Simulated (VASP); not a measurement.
# La2Zr2O (P-3m1) in VASP: single point with PBE

Aim: the single point of La2Zr2O with PBE.

Everything below comes from runs of VASP 6.6.1. Logs are shortened: lines on timing, memory, paths and dates and some standing lists are left out, and cuts for length are marked.

**1. The cell of the first run**

It takes space group P-3m1 (No. 164, trigonal). The conventional cell has a = 3.422 Å, b = 3.422 Å, c = 11.621 Å, α = 90.00°, β = 90.00°, γ = 120.00°. La (site symmetry 3m) has 9 La at 3.42 to 3.90 Å and 3 Zr at 3.52 Å and 3 O at 4.58 Å within 4.6 Å. Within 3.2 Å of Zr (site symmetry 3m) lie 3 O at 2.32 Å and 3 Zr at 3.13 Å. O (site symmetry -3m) has 6 Zr at 2.32 Å within 3.1 Å.

The cell was generated, and may not be a known phase.

**2. Single point, PBE, collinear spin**

The input, INCAR:

```
ALGO     = Normal         # electronic algorithm
EDIFF    = 1E-6           # SCF threshold, eV
ENCUT    = 600            # plane-wave cutoff, eV
GGA      = PE             # functional
GGA_COMPAT= False        
ISIF     = 2              # what is computed and relaxed
ISMEAR   = 0              # smearing method
ISPIN    = 2              # spin polarisation
LASPH    = True           # aspherical terms in the spheres
LCHARG   = True           # write CHGCAR
LELF     = True           # ELF
LMAXMIX  = 6              # l up to which the mixer works
LORBIT   = 11             # projections on sites
LREAL    = False          # projectors in reciprocal space
LVHAR    = True         
LWAVE    = False          # write WAVECAR
MAGMOM   = 0 0 1 1 0      # initial moments
NBANDS   = 38             # bands
NELM     = 200            # most SCF steps
PREC     = Accurate       # precision mode
SIGMA    = 0.1            # smearing width, eV
```

The input, KPOINTS:

```
k-points
0
Gamma
  6 6 2
```

The input, POSCAR:

```
La2Zr2O
1.0
    3.4223746595      0.0000000000      0.0000000000
   -1.7111873298      2.9638633964      0.0000000000
    0.0000000000      0.0000000000     11.6211684052
La Zr O
2 2 1
Direct
    0.6666666667      0.3333333333      0.6444316745
    0.3333333333      0.6666666667      0.3555683255
    0.6666666667      0.3333333333      0.1046217440
    0.3333333333      0.6666666667      0.8953782560
    0.0000000000      0.0000000000      0.0000000000
```

Potentials or basis: VASP PAW PBE potentials, release 64 (La, Zr_sv, O).

Launch:

```bash
cat potpaw_PBE.64/La/POTCAR potpaw_PBE.64/Zr_sv/POTCAR potpaw_PBE.64/O/POTCAR > POTCAR
mpirun -np 1 vasp_std > vasp.out
```

OUTCAR:

```text
EDIFF = 1E-6
   ENCUT = 600
   GGA = PE
   ISIF = 2
   ISMEAR = 0
   ISPIN = 2
   LASPH = True
   LORBIT = 11
   LREAL = False
   NELM = 200
   PREC = Accurate

 ion  position               nearest neighbor table
   1  0.667  0.333  0.644-   4 3.52   4 3.52   4 3.52
   2  0.333  0.667  0.356-   3 3.52   3 3.52   3 3.52
   3  0.667  0.333  0.105-   5 2.32   5 2.32   5 2.32   4 3.13   4 3.13   4 3.13   2 3.52   2 3.52
                             2 3.52
   4  0.333  0.667  0.895-   5 2.32   5 2.32   5 2.32   3 3.13   3 3.13   3 3.13   1 3.52   1 3.52
                             1 3.52
   5  0.000  0.000  0.000-   3 2.32   4 2.32   3 2.32   4 2.32   3 2.32   4 2.32

  LATTYP: Found a hexagonal cell.
 ALAT       =     3.4223746595
 C/A-ratio  =     3.3956447091

  Lattice vectors:

 A1 = (   3.4223746595,   0.0000000000,   0.0000000000)
 A2 = (  -1.7111873298,   2.9638633964,   0.0000000000)
 A3 = (   0.0000000000,   0.0000000000,  11.6211684052)

Analysis of symmetry for initial positions (statically):
=====================================================================
 Subroutine PRICEL returns:
 Original cell was already a primitive cell.

 Routine SETGRP: Setting up the symmetry group for a
 hexagonal supercell.

 Subroutine GETGRP returns: Found 12 space group operations
 (whereof 12 operations were pure point group operations)
 out of a pool of 24 trial point group operations.

The static configuration has the point symmetry D_3d.

Analysis of symmetry for dynamics (positions and initial velocities):
=====================================================================
 Subroutine PRICEL returns:
 Original cell was already a primitive cell.

 Routine SETGRP: Setting up the symmetry group for a
 hexagonal supercell.

 Subroutine GETGRP returns: Found 12 space group operations
 (whereof 12 operations were pure point group operations)
 out of a pool of 24 trial point group operations.

The dynamic configuration has the point symmetry D_3d.

Analysis of structural, dynamic, and magnetic symmetry:
=====================================================================
 Subroutine PRICEL returns:
 Original cell was already a primitive cell.

 Routine SETGRP: Setting up the symmetry group for a
 hexagonal supercell.

 Subroutine GETGRP returns: Found 12 space group operations
 (whereof 12 operations were pure point group operations)
 out of a pool of 24 trial point group operations.

The overall configuration has the point symmetry D_3d.

 Subroutine INISYM returns: Found 12 space group operations
 (whereof 12 operations are pure point group operations),
 and found     1 'primitive' translations

----------------------------------------------------------------------------------------

                                     Primitive cell

  volume of cell :     117.8788

  direct lattice vectors                    reciprocal lattice vectors
     3.422374659  0.000000000  0.000000000     0.292194777  0.168698733  0.000000000
    -1.711187330  2.963863396  0.000000000     0.000000000  0.337397466  0.000000000
     0.000000000  0.000000000 11.621168405     0.000000000  0.000000000  0.086049867

  length of vectors
     3.422374659  3.422374660 11.621168405     0.337397466  0.337397466  0.086049867

  position of ions in fractional coordinates (direct lattice)
     0.666666667  0.333333333  0.644431674
     0.333333333  0.666666667  0.355568326
     0.666666667  0.333333333  0.104621744
     0.333333333  0.666666667  0.895378256
     0.000000000  0.000000000  0.000000000

  ion indices of the primitive-cell ions
   primitive index   ion index
                 1           1
                 2           2
                 3           3
                 4           4
                 5           5

----------------------------------------------------------------------------------------

 KPOINTS: k-points

Automatic generation of k-mesh.
 Grid dimensions read from file:
 generate k-points for:    6    6    2

 Generating k-lattice:

  Cartesian coordinates                     Fractional coordinates (reciprocal lattice)
     0.048699129  0.028116456  0.000000000     0.166666667 -0.000000000  0.000000000
     0.000000000  0.056232911  0.000000000     0.000000000  0.166666667  0.000000000
     0.000000000  0.000000000  0.043024934     0.000000000  0.000000000  0.500000000

  Length of vectors
     0.056232911  0.056232911  0.043024934

  Shift w.r.t. Gamma in fractional coordinates (k-lattice)
     0.000000000  0.000000000  0.000000000

 Subroutine IBZKPT returns following result:
 ===========================================

 Found     14 irreducible k-points:

 Following reciprocal coordinates:
            Coordinates               Weight
  0.000000  0.000000  0.000000      1.000000
  0.166667 -0.000000  0.000000      6.000000
  0.333333 -0.000000  0.000000      6.000000
  0.500000 -0.000000  0.000000      3.000000
  0.166667  0.166667  0.000000      6.000000
  0.333333  0.166667  0.000000     12.000000
  0.333333  0.333333  0.000000      2.000000
  0.000000  0.000000  0.500000      1.000000
  0.166667 -0.000000  0.500000      6.000000
  0.333333 -0.000000  0.500000      6.000000
  0.500000 -0.000000  0.500000      3.000000
  0.166667  0.166667  0.500000      6.000000
  0.333333  0.166667  0.500000     12.000000
  0.333333  0.333333  0.500000      2.000000
   k-points           NKPTS =     14   k-points in BZ     NKDIM =     14   number of bands    NBANDS=     38
   number of dos      NEDOS =    301   number of ions     NIONS =      5
   total plane-waves  NPLWV =  75264
   dimension x,y,z NGX =    28 NGY =   28 NGZ =   96
   dimension x,y,z NGXF=    56 NGYF=   56 NGZF=  192
   ions per type =               2   2   1
   NGX,Y,Z   is equivalent  to a cutoff of  13.60, 13.60, 13.73 a.u.
   NGXF,Y,Z  is equivalent  to a cutoff of  27.20, 27.20, 27.47 a.u.
 SYSTEM =  unknown system
   PREC   = accura    normal or accurate (medium, high low for compatibility)
   ISTART =      0    job   : 0-new  1-cont  2-samecut
   ICHARG =      2    charge: 1-file 2-atom 10-const
   ISPIN  =      2    spin polarized calculation?
   LNONCOLLINEAR =      F non collinear calculations
   LSORBIT =      F    spin-orbit coupling
   LASPH  =      T    aspherical Exc in radial PAW
   ENCUT  =  600.0 eV  44.10 Ry    6.64 a.u.   6.84  6.84 23.21*2*pi/ulx,y,z
   NELM   =    200;   NELMIN=  2; NELMDL= -5     # of ELM steps
   EDIFF  = 0.1E-05   stopping-criterion for ELM
   LREAL  =      F    real-space projection
   EDIFFG = 0.1E-04   stopping-criterion for IOM
   NSW    =      0    number of steps for IOM
   IBRION =     -1    ionic relax: 0-MD 1-quasi-New 2-CG
   NFREE  =      0    steps in history (QN), initial steepest desc. (CG)
   ISIF   =      2    stress and relaxation
   ISYM   =      2    0-nonsym 1-usesym 2-fastsym
   POTIM  = 0.5000    time-step for ionic-motion
   TEBEG  =    0.0;   TEEND  =   0.0 temperature during run
   PSTRESS=    0.0 pullay stress
   NELECT =      52.0000    total number of electrons
   NUPDOWN=      -1.0000    fix difference up-down
   EMIN   =  10.00;   EMAX   =-10.00  energy-range for DOS
   EFERMI =   0.00;   METHOD = LEGACY
   ISMEAR =     0;   SIGMA  =   0.10  broadening in eV -4-tet -1-fermi 0-gaus
   EFERMI_NEDOS =   21; number of points for ismear=-14 and -15
   IALGO  =     38    algorithm
   IMIX   =      4    mixing-type and parameters
     AMIX     =   0.40;   BMIX     =  1.00
     AMIX_MAG =   1.60;   BMIX_MAG =  1.00
  volume/ion in A,a.u.               =      23.58       159.10
  Fermi-wavevector in a.u.,A,eV,Ry     =   1.246228  2.355029 21.130987  1.553084
  Thomas-Fermi vector in A             =   2.380415
   LORBIT       =     11    0 simple, 1 ext, 2 COOP (PROOUT), +10 PAW based schemes
   GGA     = PE    functional components
   LHFCALC =     F    Hartree Fock is set to
   AEXX    =    0.0000 exact exchange contribution
   IVDW    =     0    specifies the selected vdW correction
   LEPSILON=     F    determine dielectric tensor
   LRPA    =     F    only Hartree local field effects (RPA)
 spin polarized calculation
 Gauss-broadening in eV      SIGMA  =   0.10
  energy-cutoff  :      600.00
  volume of cell :      117.88
 maximum number of plane-waves:      3948
 NGX is ok and might be reduce to    28
   NGX = 13   NGY = 13   NGZ = 47

 number of electron      51.9999996 magnetization       0.0039581

 number of electron      51.9999996 magnetization      -0.0024423

 Free energy of the ion-electron system (eV)
  ---------------------------------------------------
  ext. energy  EPLUGINS =         0.00000000
  ---------------------------------------------------
  free energy    TOTEN  =       -36.08255217 eV

  energy without entropy =      -36.05425906  energy(sigma->0) =      -36.06840562

 E-fermi :   9.0804     XC(G=0): -10.6096

 val. band max:        9.0800477259   @ k =   0.1667   0.1667   0.5000
 cond. band min:       9.0804080124   @ k =   0.1667   0.1667   0.5000
 fundamental gap:      0.0003602865
 Fermi energy:         9.0803641088

 spin component 1

 k-point     1 :       0.0000    0.0000    0.0000
  band No.  band energies     occupation
      1     -40.4171      1.00000
      2     -40.3142      1.00000
      3     -23.4607      1.00000
      4     -23.3956      1.00000
      5     -18.9002      1.00000
      6     -18.2259      1.00000
[... 30 lines left out ...]
     37      11.3026      0.00000
     38      11.3030      0.00000
[... 531 lines left out ...]
     37      11.3563      0.00000
     38      11.3563      0.00000
 Fermi energy:         9.0803641088

 spin component 2

 k-point     1 :       0.0000    0.0000    0.0000
  band No.  band energies     occupation
      1     -40.4171      1.00000
      2     -40.3143      1.00000
      3     -23.4609      1.00000
      4     -23.3958      1.00000
      5     -18.9002      1.00000
      6     -18.2259      1.00000
[... 30 lines left out ...]
     37      11.3027      0.00000
     38      11.3083      0.00000
[... 531 lines left out ...]
     37      11.3562      0.00000
     38      11.3562      0.00000

------------------------ aborting loop because EDIFF is reached ----------------------------------------

  FORCE on cell =-STRESS in cart. coord.  units (eV):
  Direction    XX          YY          ZZ          XY          YZ          ZX
  --------------------------------------------------------------------------------------
  -------------------------------------------------------------------------------------
  Total        0.0940307      0.0940307      0.2655865     -0.0000000      0.0000000      0.0000000
  in kB        1.2780404      1.2780404      3.6097824     -0.0000000      0.0000000      0.0000000
  external PRESSURE =       2.0552877 kB  Pullay stress =       0.0000000 kB

 VOLUME and BASIS-vectors are now :
 -----------------------------------------------------------------------------
  energy-cutoff  :      600.00
  volume of cell :      117.88
      direct lattice vectors                 reciprocal lattice vectors
     3.422374659  0.000000000  0.000000000     0.292194777  0.168698733  0.000000000
    -1.711187330  2.963863396  0.000000000     0.000000000  0.337397466  0.000000000
     0.000000000  0.000000000 11.621168405     0.000000000  0.000000000  0.086049867

 POSITION                                       TOTAL-FORCE (eV/Angst)
 -----------------------------------------------------------------------------------
      1.71119      0.98795      7.48905         0.000000      0.000000      0.012155
     -0.00000      1.97591      4.13212        -0.000000      0.000000     -0.012155
      1.71119      0.98795      1.21583        -0.000000      0.000000      0.037327
     -0.00000      1.97591     10.40534         0.000000     -0.000000     -0.037327
      0.00000      0.00000      0.00000         0.000000      0.000000      0.000000
 -----------------------------------------------------------------------------------
    total drift:                               -0.000000      0.000000      0.000000

  FREE ENERGIE OF THE ION-ELECTRON SYSTEM (eV)
  ---------------------------------------------------
  free  energy   TOTEN  =       -36.0825521740 eV

  energy  without entropy=      -36.0542590634  energy(sigma->0) =      -36.06840562

 total charge

# of ion       s       p       d       f       tot
--------------------------------------------------
    1        2.066   5.538   1.030   0.099   8.732
    2        2.066   5.538   1.030   0.099   8.732
    3        2.178   5.979   1.560   0.000   9.717
    4        2.178   5.979   1.560   0.000   9.717
    5        1.560   3.438   0.000   0.000   4.999
--------------------------------------------------
tot         10.049  26.471   5.181   0.197  41.898

 magnetization (x)

# of ion       s       p       d       f       tot
--------------------------------------------------
    1       -0.000  -0.000  -0.000  -0.000  -0.000
    2       -0.000  -0.000  -0.000  -0.000  -0.000
    3        0.000  -0.000   0.000   0.000   0.000
    4        0.000  -0.000   0.000   0.000   0.000
    5       -0.000   0.000   0.000   0.000   0.000
--------------------------------------------------
tot         -0.000  -0.000  -0.001  -0.000  -0.001
```

Wall time 9.5 min (1 thread of Oxide Virtual Turin-like, shared host); peak memory 0.36 GiB.

What came out:

- Free energy: -36.0826 eV
- Pressure: 0.2 GPa
- Largest force: 0.037 eV/Å
- Band gap on the k mesh: zero (filled and empty bands overlap)
- Net moment: 0.00 μB per cell
- Valence electrons inside the program's atomic spheres: La 8.73; Zr 9.72; O 5.00

Forces on the atoms (eV/Å):
```
La   0.000  0.000  0.012
La   0.000  0.000 -0.012
Zr   0.000  0.000  0.037
Zr   0.000  0.000 -0.037
O    0.000  0.000  0.000
```

Stress tensor (GPa, compression positive):
```
0.13 0.00 0.00
0.00 0.13 0.00
0.00 0.00 0.36
```

Levels at points of the mesh, in eV from the Fermi level:
Spin up:
```csv
k point,band 24,band 25,band 26,band 27,band 28,band 29
"(0.00, 0.00, 0.00)",-0.58,0.10,0.10,0.49,0.53,0.66
"(0.50, 0.00, 0.00)",-1.19,-0.96,-0.50,-0.12,1.12,1.39
"(0.00, 0.00, 0.50)",-0.47,0.10,0.10,0.52,0.65,0.98
"(0.50, 0.00, 0.50)",-1.38,-0.94,-0.30,0.06,0.60,1.44
```
Spin down:
| k point | band 23 | band 24 | band 25 | band 26 | band 27 | band 28 | band 29 | band 30 |
| --- | --- | --- | --- | --- | --- | --- | --- | --- |
| (0.00, 0.00, 0.00) | -1.40 | -0.58 | 0.10 | 0.10 | 0.49 | 0.53 | 0.66 | 1.61 |
| (0.50, 0.00, 0.00) | -1.67 | -1.19 | -0.96 | -0.50 | -0.12 | 1.12 | 1.39 | 1.73 |
| (0.00, 0.00, 0.50) | -1.36 | -0.47 | 0.10 | 0.10 | 0.52 | 0.65 | 0.98 | 1.59 |
| (0.50, 0.00, 0.50) | -1.56 | -1.38 | -0.94 | -0.30 | 0.06 | 0.60 | 1.44 | 1.62 |

Caveat: spin-orbit coupling is left out, which moves the levels of the heavy elements.
